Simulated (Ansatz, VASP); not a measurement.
One calculation of ZrO2, two programs

```xyz
3
Lattice="0.0000 2.5579 2.5579 2.5579 0.0000 2.5579 2.5579 2.5579 0.0000" Properties=species:S:1:pos:R:3 pbc="T T T"
Zr    0.0000    0.0000    0.0000
O     1.2790    1.2790    1.2790
O     3.8369    3.8369    3.8369
```

Alike in both runs: functional PBE; k mesh 8 × 8 × 8; occupations gaussian, width 0.02 eV; no spin polarisation.

Ansatz relaxed the structure, and its values are those at the end. VASP's run is a single point on that final structure, the one shown.

|  | VASP | Ansatz |
| --- | --- | --- |
| version | VASP 6.6.1 | Ansatz 0.2.0 |
| potentials or method | VASP PAW PBE potentials, release 64 (Zr_sv, O), cutoff 600 eV | scalar-relativistic, plane waves, PAW |
| valence electrons in the cell | 24 | 24 |

Ansatz gave:

* gap on the k mesh at the Fermi level (eV): 3.32
* least direct gap on the mesh (eV): 3.75
* pressure (GPa): 0.0

**Question.** Which values does VASP return?

**Answer.** gap on the k mesh at the Fermi level (eV): 3.31; least direct gap on the mesh (eV): 3.74; pressure (GPa): 0.1.

With one functional, cell and mesh, what is left measures potentials, basis and numerics.
